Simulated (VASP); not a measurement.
Here is a VASP 6.6.1 calculation.

The input INCAR:

```
PREC     = Accurate       # precision mode
ENCUT    = 500            # plane-wave cutoff, eV
EDIFF    = 1E-6           # SCF threshold, eV
ISMEAR   = 0              # smearing method
SIGMA    = 0.01           # smearing width, eV
LREAL    = F              # projectors in reciprocal space
LASPH    = T              # aspherical terms in the spheres
NELM     = 120            # most SCF steps
ALGO     = Normal         # electronic algorithm
ISIF     = 2              # what is computed and relaxed
LWAVE    = F              # write WAVECAR
LCHARG   = F              # write CHGCAR
GGA      = PS             # functional
NBANDS   = 11             # bands
GGA_COMPAT= F
```

The input KPOINTS:

```
Automatic mesh
0
Gamma
  6 6 6
```

File POSCAR:

```
BP
1.0
    0.0000000000      2.1719893105      2.3012622441
    2.1719893105      0.0000000000      2.3012622441
    2.1719893105      2.1719893105      0.0000000000
B P
1 1
Direct
    0.0000000000      0.0000000000      0.0000000000
    0.2500000000      0.2500000000      0.2500000000
```

Potentials or basis: VASP PAW PBE potentials, release 64 (B, P).

Command:

```bash
$ cat potpaw_PBE.64/B/POTCAR potpaw_PBE.64/P/POTCAR > POTCAR
$ mpirun -np 1 vasp_std > vasp.out
```

**Question.** What does it give for the band gap on the k mesh?

**Answer.** 0.66 eV, indirect (least direct gap 3.18 eV).

**Question.** Estimate the pressure.

**Answer.** 11.9 GPa.

Stress tensor (GPa, compression positive):
```
17.62  0.00  0.00
 0.00 17.62  0.00
 0.00  0.00  0.36
```

Caveat: the PAW data sets were made with another functional, which shifts forces and pressure a little. A k mesh can miss the band edges.
